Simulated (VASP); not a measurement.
# KTaO3 (P4/mmm) in VASP: further runs

The runs below take KTaO3 through single point, with PBE.

Program: VASP 6.6.1. These are calculated values, not measurements. Logs are shortened: lines on timing, memory, paths and dates and some standing lists are left out, and cuts for length are marked.

## Step 1: The cell of the first run

The structure is tetragonal, space group P4/mmm (No. 123). Conventional cell: a = 3.988 Å, b = 3.988 Å, c = 3.589 Å, α = 90.00°, β = 90.00°, γ = 90.00°. K (site symmetry 4/mmm) has 12 O at 2.68 to 2.82 Å and 8 Ta at 3.34 Å and 2 K at 3.59 Å within 3.6 Å. Within 2.4 Å of Ta (site symmetry 4/mmm) lie 6 O at 1.79 to 1.99 Å. Within 2.4 Å of O (site symmetry 4/mmm) lie 2 Ta at 1.79 Å. Within 2.7 Å of O (site symmetry mmm) lie 2 Ta at 1.99 Å and 4 K at 2.68 Å and 4 O at 2.68 Å.

## Step 2: Single point, PBE (strain -0.1000 x Voigt [1, 0, 0, 0, 0, 0])

INCAR

```
PREC     = Accurate       # precision mode
ENCUT    = 520            # plane-wave cutoff, eV
EDIFF    = 1E-6           # SCF threshold, eV
ISMEAR   = 0              # smearing method
SIGMA    = 0.05           # smearing width, eV
LREAL    = F              # projectors in reciprocal space
LASPH    = T              # aspherical terms in the spheres
NELM     = 100            # most SCF steps
ALGO     = Normal         # electronic algorithm
ISIF     = 2              # what is computed and relaxed
LWAVE    = F              # write WAVECAR
LCHARG   = T              # write CHGCAR
GGA      = PE             # functional
LELF     = T              # ELF
LVHAR    = T            
NBANDS   = 27             # bands
```

KPOINTS

```
Automatic mesh
0
Gamma
  8 8 8
```

POSCAR

```
KTaO3
1.0
    3.5894700000      0.0000000000      0.0000000000
    0.0000000000      3.9883000000      0.0000000000
    0.0000000000      0.0000000000      3.9883000000
K Ta O
1 1 3
Direct
    0.5000000000      0.5000000000      0.5000000000
    0.0000000000      0.0000000000      0.0000000000
    0.5000000000      0.0000000000      0.0000000000
    0.0000000000      0.5000000000      0.0000000000
    0.0000000000      0.0000000000      0.5000000000
```

Potentials or basis: VASP PAW PBE potentials, release 64 (K_sv, Ta_pv, O).

Started as:

```bash
> cat potpaw_PBE.64/K_sv/POTCAR potpaw_PBE.64/Ta_pv/POTCAR potpaw_PBE.64/O/POTCAR > POTCAR
> mpirun -np 1 vasp_std > vasp.out
```

OUTCAR:

```text
PREC = Accurate
   ENCUT = 520
   EDIFF = 1E-6
   ISMEAR = 0
   LREAL = F
   LASPH = T
   NELM = 100
   ISIF = 2
   GGA = PE

 ion  position               nearest neighbor table
   1  0.500  0.500  0.500-   4 2.68   5 2.68   4 2.68   5 2.68   4 2.68   5 2.68   4 2.68   5 2.68
                             3 2.82   3 2.82   3 2.82   3 2.82   2 3.34   2 3.34   2 3.34   2 3.34
   2  0.000  0.000  0.000-   3 1.79   3 1.79   5 1.99   5 1.99   4 1.99   4 1.99   1 3.34   1 3.34
                             1 3.34   1 3.34   1 3.34   1 3.34   1 3.34   1 3.34
   3  0.500  0.000  0.000-   2 1.79   2 1.79   1 2.82   1 2.82   1 2.82   1 2.82
   4  0.000  0.500  0.000-   2 1.99   2 1.99   1 2.68   1 2.68   1 2.68   1 2.68
   5  0.000  0.000  0.500-   2 1.99   2 1.99   1 2.68   1 2.68   1 2.68   1 2.68

  LATTYP: Found a simple tetragonal cell.
 ALAT       =     3.9883000000
 C/A-ratio  =     0.9000000000

  Lattice vectors:

 A1 = (   0.0000000000,   3.9883000000,   0.0000000000)
 A2 = (   0.0000000000,   0.0000000000,   3.9883000000)
 A3 = (   3.5894700000,   0.0000000000,   0.0000000000)

Analysis of symmetry for initial positions (statically):
=====================================================================
 Subroutine PRICEL returns:
 Original cell was already a primitive cell.

 Routine SETGRP: Setting up the symmetry group for a
 simple tetragonal supercell.

 Subroutine GETGRP returns: Found 16 space group operations
 (whereof 16 operations were pure point group operations)
 out of a pool of 16 trial point group operations.

The static configuration has the point symmetry D_4h.

Analysis of symmetry for dynamics (positions and initial velocities):
=====================================================================
 Subroutine PRICEL returns:
 Original cell was already a primitive cell.

 Routine SETGRP: Setting up the symmetry group for a
 simple tetragonal supercell.

 Subroutine GETGRP returns: Found 16 space group operations
 (whereof 16 operations were pure point group operations)
 out of a pool of 16 trial point group operations.

The dynamic configuration has the point symmetry D_4h.

 Subroutine INISYM returns: Found 16 space group operations
 (whereof 16 operations are pure point group operations),
 and found     1 'primitive' translations

----------------------------------------------------------------------------------------

                                     Primitive cell

  volume of cell :      57.0960

  direct lattice vectors                    reciprocal lattice vectors
     3.589470000  0.000000000  0.000000000     0.278592661  0.000000000  0.000000000
     0.000000000  3.988300000  0.000000000     0.000000000  0.250733395  0.000000000
     0.000000000  0.000000000  3.988300000     0.000000000  0.000000000  0.250733395

  length of vectors
     3.589470000  3.988300000  3.988300000     0.278592661  0.250733395  0.250733395

  position of ions in fractional coordinates (direct lattice)
     0.500000000  0.500000000  0.500000000
     0.000000000  0.000000000  0.000000000
     0.500000000  0.000000000  0.000000000
     0.000000000  0.500000000  0.000000000
     0.000000000  0.000000000  0.500000000

  ion indices of the primitive-cell ions
   primitive index   ion index
                 1           1
                 2           2
                 3           3
                 4           4
                 5           5

----------------------------------------------------------------------------------------

 KPOINTS: Automatic mesh

Automatic generation of k-mesh.
 Grid dimensions read from file:
 generate k-points for:    8    8    8

 Generating k-lattice:

  Cartesian coordinates                     Fractional coordinates (reciprocal lattice)
     0.034824083  0.000000000  0.000000000     0.125000000  0.000000000  0.000000000
     0.000000000  0.031341674  0.000000000     0.000000000  0.125000000  0.000000000
     0.000000000  0.000000000  0.031341674     0.000000000  0.000000000  0.125000000

  Length of vectors
     0.034824083  0.031341674  0.031341674

  Shift w.r.t. Gamma in fractional coordinates (k-lattice)
     0.000000000  0.000000000  0.000000000

 Subroutine IBZKPT returns following result:
 ===========================================

 Found     75 irreducible k-points:

 Following reciprocal coordinates:
            Coordinates               Weight
  0.000000  0.000000  0.000000      1.000000
  0.125000  0.000000  0.000000      2.000000
  0.250000  0.000000  0.000000      2.000000
  0.375000  0.000000  0.000000      2.000000
  0.500000  0.000000  0.000000      1.000000
  0.000000  0.125000  0.000000      4.000000
[... 16 lines left out ...]
  0.250000  0.500000  0.000000      4.000000
  0.375000  0.500000  0.000000      4.000000
 [... further k-points ...]
   k-points           NKPTS =     75   k-points in BZ     NKDIM =     75   number of bands    NBANDS=     27
   number of dos      NEDOS =    301   number of ions     NIONS =      5
   total plane-waves  NPLWV =  25200
   dimension x,y,z NGX =    28 NGY =   30 NGZ =   30
   dimension x,y,z NGXF=    56 NGYF=   60 NGZF=   60
   ions per type =               1   1   3
   NGX,Y,Z   is equivalent  to a cutoff of  12.97, 12.51, 12.51 a.u.
   NGXF,Y,Z  is equivalent  to a cutoff of  25.94, 25.01, 25.01 a.u.
 SYSTEM =  unknown system
   PREC   = accura    normal or accurate (medium, high low for compatibility)
   ISTART =      0    job   : 0-new  1-cont  2-samecut
   ICHARG =      2    charge: 1-file 2-atom 10-const
   ISPIN  =      1    spin polarized calculation?
   LNONCOLLINEAR =      F non collinear calculations
   LSORBIT =      F    spin-orbit coupling
   LASPH  =      T    aspherical Exc in radial PAW
   ENCUT  =  520.0 eV  38.22 Ry    6.18 a.u.   6.67  7.42  7.42*2*pi/ulx,y,z
   NELM   =    100;   NELMIN=  2; NELMDL= -5     # of ELM steps
   EDIFF  = 0.1E-05   stopping-criterion for ELM
   LREAL  =      F    real-space projection
   EDIFFG = 0.1E-04   stopping-criterion for IOM
   NSW    =      0    number of steps for IOM
   IBRION =     -1    ionic relax: 0-MD 1-quasi-New 2-CG
   NFREE  =      0    steps in history (QN), initial steepest desc. (CG)
   ISIF   =      2    stress and relaxation
   ISYM   =      2    0-nonsym 1-usesym 2-fastsym
   POTIM  = 0.5000    time-step for ionic-motion
   TEBEG  =    0.0;   TEEND  =   0.0 temperature during run
   PSTRESS=    0.0 pullay stress
   NELECT =      38.0000    total number of electrons
   NUPDOWN=      -1.0000    fix difference up-down
   EMIN   =  10.00;   EMAX   =-10.00  energy-range for DOS
   EFERMI =   0.00;   METHOD = LEGACY
   ISMEAR =     0;   SIGMA  =   0.05  broadening in eV -4-tet -1-fermi 0-gaus
   EFERMI_NEDOS =   21; number of points for ismear=-14 and -15
   IALGO  =     38    algorithm
   IMIX   =      4    mixing-type and parameters
     AMIX     =   0.40;   BMIX     =  1.00
     AMIX_MAG =   1.60;   BMIX_MAG =  1.00
  volume/ion in A,a.u.               =      11.42        77.06
  Fermi-wavevector in a.u.,A,eV,Ry     =   1.429335  2.701052 27.796684  2.042999
  Thomas-Fermi vector in A             =   2.549300
   LORBIT       =      0    0 simple, 1 ext, 2 COOP (PROOUT), +10 PAW based schemes
   GGA     = PE    functional components
   LHFCALC =     F    Hartree Fock is set to
   AEXX    =    0.0000 exact exchange contribution
   IVDW    =     0    specifies the selected vdW correction
   LEPSILON=     F    determine dielectric tensor
   LRPA    =     F    only Hartree local field effects (RPA)
 non-spin polarized calculation
 Gauss-broadening in eV      SIGMA  =   0.05
  energy-cutoff  :      520.00
  volume of cell :       57.10
 maximum number of plane-waves:      1565
 NGX is ok and might be reduce to    28
   NGX = 13   NGY = 15   NGZ = 15

 number of electron      37.9999990 magnetization

 Free energy of the ion-electron system (eV)
  ---------------------------------------------------
  ext. energy  EPLUGINS =         0.00000000
  ---------------------------------------------------
  free energy    TOTEN  =       -39.42956450 eV

  energy without entropy =      -39.42956450  energy(sigma->0) =      -39.42956450

 E-fermi :   2.8225     XC(G=0): -11.4291

 val. band max:        2.6142395640   @ k =   0.5000   0.5000   0.5000
 cond. band min:       4.7932440689   @ k =   0.0000   0.0000   0.0000
 fundamental gap:      2.1790045049
 Fermi energy:         2.8225257024

 k-point     1 :       0.0000    0.0000    0.0000
  band No.  band energies     occupation
      1     -31.3923      2.00000
      2     -31.0154      2.00000
      3     -31.0154      2.00000
      4     -24.6662      2.00000
      5     -16.1621      2.00000
      6     -14.5382      2.00000
[... 19 lines left out ...]
     26      11.0039      0.00000
     27      12.0597      0.00000

 k-point     2 :       0.1250    0.0000    0.0000
  band No.  band energies     occupation
      1     -31.4438      2.00000
      2     -31.0130      2.00000
      3     -31.0130      2.00000
      4     -24.6547      2.00000
      5     -15.8529      2.00000
      6     -14.5585      2.00000
[... 19 lines left out ...]
     26      11.2965      0.00000
     27      12.7002      0.00000

 k-point     3 :       0.2500    0.0000    0.0000
  band No.  band energies     occupation
      1     -31.5648      2.00000
      2     -31.0072      2.00000
      3     -31.0072      2.00000
      4     -24.6273      2.00000
      5     -15.0913      2.00000
      6     -14.5385      2.00000
[... 19 lines left out ...]
     26      12.0135      0.00000
     27      13.4375      0.00000

 k-point     4 :       0.3750    0.0000    0.0000
  band No.  band energies     occupation
      1     -31.6813      2.00000
      2     -31.0014      2.00000
      3     -31.0014      2.00000
      4     -24.6000      2.00000
      5     -14.8170      2.00000
      6     -14.1213      2.00000
[... 19 lines left out ...]
     26      12.7531      0.00000
     27      13.0007      0.00000
[... 516 lines left out ...]
      4     -24.6163      2.00000
      5     -15.8834      2.00000
      6     -14.4421      2.00000
[... 19 lines left out ...]
     26      13.6554      0.00000
     27      13.6690      0.00000

 k-point    23 :       0.2500    0.5000    0.0000
  band No.  band energies     occupation
      1     -31.5600      2.00000
      2     -31.1054      2.00000
      3     -31.0034      2.00000
      4     -24.6000      2.00000
      5     -15.0650      2.00000
      6     -14.3511      2.00000
[... 19 lines left out ...]
     26      13.5931      0.00000
     27      13.8375      0.00000

 k-point    24 :       0.3750    0.5000    0.0000
  band No.  band energies     occupation
      1     -31.6757      2.00000
      2     -31.0984      2.00000
      3     -30.9976      2.00000
      4     -24.5836      2.00000
      5     -14.4492      2.00000
      6     -13.8736      2.00000
[... 19 lines left out ...]
     26      14.1503      0.00000
     27      14.4954      0.00000

 [... further k-points ...]
[... 5 lines left out ...]
  --------------------------------------------------------------------------------------
  -------------------------------------------------------------------------------------
  Total       31.1315091      6.1099846      6.1099846      0.0000000      0.0000000     -0.0000000
  in kB      873.5842398    171.4528593    171.4528593      0.0000000      0.0000000     -0.0000000
  external PRESSURE =     405.4966528 kB  Pullay stress =       0.0000000 kB

 VOLUME and BASIS-vectors are now :
 -----------------------------------------------------------------------------
  energy-cutoff  :      520.00
  volume of cell :       57.10
      direct lattice vectors                 reciprocal lattice vectors
     3.589470000  0.000000000  0.000000000     0.278592661  0.000000000  0.000000000
     0.000000000  3.988300000  0.000000000     0.000000000  0.250733395  0.000000000
     0.000000000  0.000000000  3.988300000     0.000000000  0.000000000  0.250733395

 POSITION                                       TOTAL-FORCE (eV/Angst)
 -----------------------------------------------------------------------------------
      1.79473      1.99415      1.99415         0.000000      0.000000      0.000000
      0.00000      0.00000      0.00000         0.000000      0.000000      0.000000
      1.79473      0.00000      0.00000         0.000000      0.000000      0.000000
      0.00000      1.99415      0.00000         0.000000      0.000000      0.000000
      0.00000      0.00000      1.99415         0.000000      0.000000      0.000000
 -----------------------------------------------------------------------------------
    total drift:                                0.000000      0.000000     -0.000000

  FREE ENERGIE OF THE ION-ELECTRON SYSTEM (eV)
  ---------------------------------------------------
  free  energy   TOTEN  =       -39.4295645017 eV

  energy  without entropy=      -39.4295645017  energy(sigma->0) =      -39.42956450
```

Wall time 1.9 min (1 thread of Intel Xeon Platinum 8259CL at 2.50GHz (Skylake/Cascade Lake), shared host); peak memory 0.24 GiB.

Results:

```
Free energy            : -39.4296 eV
Pressure               : 40.5 GPa
Band gap on the k mesh : 2.18 eV (least direct gap 2.51 eV)
```

Caveat: the cell differs from its parent crystal (strain -0.1000 x Voigt [1, 0, 0, 0, 0, 0]); the cell stands under pressure; spin-orbit coupling is left out, which moves the levels of the heavy elements.

(Continued in part 2 of 2.)
